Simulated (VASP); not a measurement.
# SiC (P6_3mc) in VASP: a series of runs, part 2 of 2

VASP 6.6.1.

## 4. Single point, r2SCAN (atoms moved along the polar distortion)

POSCAR

```
SiC
1.0
    3.0759836412      0.0000000000      0.0000000000
   -1.5379918206      2.6638799749      0.0000000000
    0.0000000000      0.0000000000      5.0478375069
Si C
2 2
Direct
    0.3333333333      0.6666666667     -0.0190373257
    0.6666666667      0.3333333333      0.4809626743
    0.3333333333      0.6666666667      0.3940373257
    0.6666666667      0.3333333333      0.8940373257
```

INCAR.step1

```
SYSTEM = SiC
  PREC = Accurate
  ENCUT = 520
  ISMEAR = 0
  SIGMA = 0.01
  LREAL = .FALSE.
  LASPH = .TRUE.
  NELM = 80
  NBANDS = 16
  GGA = PE
  ALGO = Normal
  EDIFF = 1E-4
  LWAVE = .TRUE.
  LCHARG = .FALSE.
```

INCAR.step2

```
SYSTEM = SiC
  PREC = Accurate
  ENCUT = 520
  EDIFF = 1E-6
  ISMEAR = 0
  SIGMA = 0.01
  LREAL = .FALSE.
  LASPH = .TRUE.
  NELM = 80
  ALGO = Normal
  ISIF = 2
  LWAVE = .FALSE.
  LCHARG = .FALSE.
  METAGGA = R2SCAN
  LMIXTAU = .TRUE.
  NBANDS = 16
  ISTART = 1
```

KPOINTS

```
regular mesh
0
G
  12 12 6
  0 0 0
```

Potentials or basis: VASP PAW PBE potentials, release 64 (Si, C).

Command:

```bash
> cat potpaw_PBE.64/Si/POTCAR potpaw_PBE.64/C/POTCAR > POTCAR
> cp INCAR.step1 INCAR
> mpirun -np 1 vasp_std > vasp.out
> cp INCAR.step2 INCAR
> mpirun -np 1 vasp_std > vasp.out
```

OUTCAR:

```text
SYSTEM = SiC
   PREC = Accurate
   ENCUT = 520
   EDIFF = 1E-6
   ISMEAR = 0
   LREAL = .FALSE.
   LASPH = .TRUE.
   NELM = 80
   ISIF = 2
   METAGGA = R2SCAN
   ISTART = 1

 ion  position               nearest neighbor table
   1  0.333  0.667  0.981-   4 1.83   4 1.83   4 1.83   3 2.09   2 3.09   2 3.09   2 3.09   2 3.09
                             2 3.09   2 3.09
   2  0.667  0.333  0.481-   3 1.83   3 1.83   3 1.83   4 2.09   1 3.09   1 3.09   1 3.09   1 3.09
                             1 3.09   1 3.09
   3  0.333  0.667  0.394-   2 1.83   2 1.83   2 1.83   1 2.09
   4  0.667  0.333  0.894-   1 1.83   1 1.83   1 1.83   2 2.09

  LATTYP: Found a hexagonal cell.
 ALAT       =     3.0759836412
 C/A-ratio  =     1.6410482290

  Lattice vectors:

 A1 = (   3.0759836412,   0.0000000000,   0.0000000000)
 A2 = (  -1.5379918206,   2.6638799749,   0.0000000000)
 A3 = (   0.0000000000,   0.0000000000,   5.0478375069)

Analysis of symmetry for initial positions (statically):
=====================================================================
 Subroutine PRICEL returns:
 Original cell was already a primitive cell.

 Routine SETGRP: Setting up the symmetry group for a
 hexagonal supercell.

 Subroutine GETGRP returns: Found 12 space group operations
 (whereof  6 operations were pure point group operations)
 out of a pool of 24 trial point group operations.

The static configuration has the point symmetry C_3v.
 The point group associated with its full space group is C_6v.

Analysis of symmetry for dynamics (positions and initial velocities):
=====================================================================
 Subroutine PRICEL returns:
 Original cell was already a primitive cell.

 Routine SETGRP: Setting up the symmetry group for a
 hexagonal supercell.

 Subroutine GETGRP returns: Found 12 space group operations
 (whereof  6 operations were pure point group operations)
 out of a pool of 24 trial point group operations.

The dynamic configuration has the point symmetry C_3v.
[... 127 lines left out ...]
  Thomas-Fermi vector in A             =   2.328863
   LORBIT       =      0    0 simple, 1 ext, 2 COOP (PROOUT), +10 PAW based schemes
   METAGGA = R2SCAN    functional components
   LHFCALC =     F    Hartree Fock is set to
   AEXX    =    0.0000 exact exchange contribution
   IVDW    =     0    specifies the selected vdW correction
   LEPSILON=     F    determine dielectric tensor
   LRPA    =     F    only Hartree local field effects (RPA)
 non-spin polarized calculation
 Gauss-broadening in eV      SIGMA  =   0.01
  energy-cutoff  :      520.00
  volume of cell :       41.36
 maximum number of plane-waves:      1132
 NGX is ok and might be reduce to    24
   NGX = 11   NGY = 11   NGZ = 19

 number of electron      15.9999999 magnetization

 Free energy of the ion-electron system (eV)
  ---------------------------------------------------
  ext. energy  EPLUGINS =         0.00000000
  ---------------------------------------------------
  free energy    TOTEN  =       -38.14930619 eV

  energy without entropy =      -38.14930619  energy(sigma->0) =      -38.14930619

 E-fermi :   9.1660     XC(G=0): -11.9253

 val. band max:        9.0527501604   @ k =   0.0000   0.0000   0.0000
 cond. band min:      11.2237479737   @ k =   0.5000   0.0000   0.0000
 fundamental gap:      2.1709978133
 Fermi energy:         9.1659925591

 k-point     1 :       0.0000    0.0000    0.0000
  band No.  band energies     occupation
      1      -8.2493      2.00000
      2      -4.8460      2.00000
      3      -0.2736      2.00000
      4       6.3625      2.00000
      5       6.3625      2.00000
      6       7.6100      2.00000
[... 433 lines left out ...]
      3       0.6336      2.00000
      4       2.5130      2.00000
      5       2.8482      2.00000
      6       4.8303      2.00000
[... 8 lines left out ...]
     15      19.9256      0.00000
     16      20.8996      0.00000

 [... further k-points ...]

------------------------ aborting loop because EDIFF is reached ----------------------------------------

  FORCE on cell =-STRESS in cart. coord.  units (eV):
  Direction    XX          YY          ZZ          XY          YZ          ZX
  --------------------------------------------------------------------------------------
  -------------------------------------------------------------------------------------
  Total        1.7051973      1.7051973     -1.3268717      0.0000000      0.0000000      0.0000000
  in kB       66.0512690     66.0512690    -51.3967292      0.0000000      0.0000000      0.0000000
  external PRESSURE =      26.9019363 kB  Pullay stress =       0.0000000 kB

 VOLUME and BASIS-vectors are now :
 -----------------------------------------------------------------------------
  energy-cutoff  :      520.00
  volume of cell :       41.36
      direct lattice vectors                 reciprocal lattice vectors
     3.075983641  0.000000000  0.000000000     0.325099258  0.187696144  0.000000000
    -1.537991821  2.663879975  0.000000000     0.000000000  0.375392288  0.000000000
     0.000000000  0.000000000  5.047837507     0.000000000  0.000000000  0.198104634

 POSITION                                       TOTAL-FORCE (eV/Angst)
 -----------------------------------------------------------------------------------
     -0.00000      1.77592      4.95174        -0.000000      0.000000      2.193143
      1.53799      0.88796      2.42782         0.000000     -0.000000      2.193143
     -0.00000      1.77592      1.98904        -0.000000      0.000000     -2.193143
      1.53799      0.88796      4.51296         0.000000      0.000000     -2.193143
 -----------------------------------------------------------------------------------
    total drift:                               -0.000000     -0.000000     -0.000308

  FREE ENERGIE OF THE ION-ELECTRON SYSTEM (eV)
  ---------------------------------------------------
  free  energy   TOTEN  =       -38.1493061874 eV

  energy  without entropy=      -38.1493061874  energy(sigma->0) =      -38.14930619
```

OUTCAR.step1:

```text
SYSTEM = SiC
   PREC = Accurate
   ENCUT = 520
   ISMEAR = 0
   LREAL = .FALSE.
   LASPH = .TRUE.
   NELM = 80
[... 689 lines left out ...]
      1.53799      0.88796      2.42782        -0.000000      0.000000      2.118409
     -0.00000      1.77592      1.98904        -0.000000      0.000000     -2.118409
      1.53799      0.88796      4.51296         0.000000     -0.000000     -2.118409
 -----------------------------------------------------------------------------------
    total drift:                                0.000000      0.000000      0.003905

  FREE ENERGIE OF THE ION-ELECTRON SYSTEM (eV)
  ---------------------------------------------------
  free  energy   TOTEN  =       -29.6289086791 eV

  energy  without entropy=      -29.6289086791  energy(sigma->0) =      -29.62890868
```

Wall time 3.7 min (1 thread of Intel Xeon 8259CL, shared host); peak memory 0.19 GiB.

Results:

```yaml
Free_energy: -38.1493 eV
Pressure: 2.7 GPa
Largest_force: 2.193 eV/Å
Band_gap_on_the_k_mesh: 2.17 eV (least direct gap 4.37 eV)
```

Forces in eV/Å, atoms in the order of the input:
```
Si   0.000  0.000  2.193
Si   0.000  0.000  2.193
C    0.000  0.000 -2.193
C    0.000  0.000 -2.193
```

Stress tensor (GPa, compression positive):
```
 6.61  0.00  0.00
 0.00  6.61  0.00
 0.00  0.00 -5.14
```

Levels at points of the mesh, in eV from the valence-band top:
```csv
k point,band 5,band 6,band 7,band 8,band 9,band 10,band 11,band 12
"(0.00, 0.00, 0.00)",-2.69,-1.44,-1.44,0.00,4.37,5.61,6.23,6.23
"(0.50, 0.00, 0.00)",-5.94,-4.70,-3.57,-2.73,2.17,4.16,6.46,7.61
"(0.00, 0.00, 0.50)",-2.11,-2.11,-2.11,-2.11,5.49,5.49,6.86,6.86
"(0.50, 0.00, 0.50)",-3.86,-3.86,-2.76,-2.76,2.89,2.89,4.38,4.38
```

Caveat: the cell differs from its parent crystal (atoms moved along the polar distortion); the stress differs along the axes, from -5 to 7 GPa; the PAW data sets were made with another functional, which shifts forces and pressure a little. A k mesh can miss the band edges.

## 5. Summary

```tsv
cell	gap on the mesh (eV)	pressure (GPa)	largest force (eV/Å)
as given, atomic positions A	2.66	-0.3	-
as given, atomic positions B	2.63	0.7	1.40
as given, atomic positions C	2.17	2.7	2.19
```

Alike in all rows: task single point; level r2SCAN; potentials or basis VASP PAW PBE potentials, release 64 (Si, C); no spin polarisation; k mesh 12 × 12 × 6; cutoff (eV) 520; smearing gaussian 0.01 eV.

Caveats: the PAW data sets were made with another functional, which shifts forces and pressure a little; the stress differs along the axes, from -4 to 3 GPa (at least some runs); the stress differs along the axes, from -5 to 7 GPa (at least some runs).

Absolute energies hang on the potentials; compare differences alone.
